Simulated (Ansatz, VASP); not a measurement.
# Two plane-wave programs on Si2Mo

```
CELL_PARAMETERS angstrom
-1.56678 1.56678 3.84379
1.56678 -1.56678 3.84379
1.56678 1.56678 -3.84379
ATOMIC_POSITIONS crystal
Si 0.33300 0.33300 0.00000
Si 0.66700 0.66700 0.00000
Mo 0.00000 0.00000 0.00000
```

Alike in both runs: task single point; functional PBE; k mesh 18 × 18 × 18; occupations gaussian, width 0.1 eV; no spin polarisation.

```csv
,VASP,Ansatz
version,VASP 6.6.1,Ansatz 0.2.0
potentials or method,"VASP PAW PBE potentials, release 64 (Si, Mo_sv), cutoff 520 eV","scalar-relativistic, plane waves, PAW"
valence electrons in the cell,22,22
```

|  | VASP | Ansatz | Ansatz less VASP |
| --- | --- | --- | --- |
| gap on the k mesh at the Fermi level (eV) | none | none | - |
| pressure (GPa) | 18.6 | 18.4 | -0.21 |
| traceless stress, the component that is largest in VASP (GPa) | 0.98 | 0.99 | +0.011 |
| rms of the force components (eV/Å) | 0.081 | 0.084 | +0.0029 |

Atom by atom the forces differ by 0.003 eV/Å (rms over components). A gap of «none» marks a metal or a gap that the smearing closes. The functional is the same, so the differences come from potentials, cutoffs and numerics.
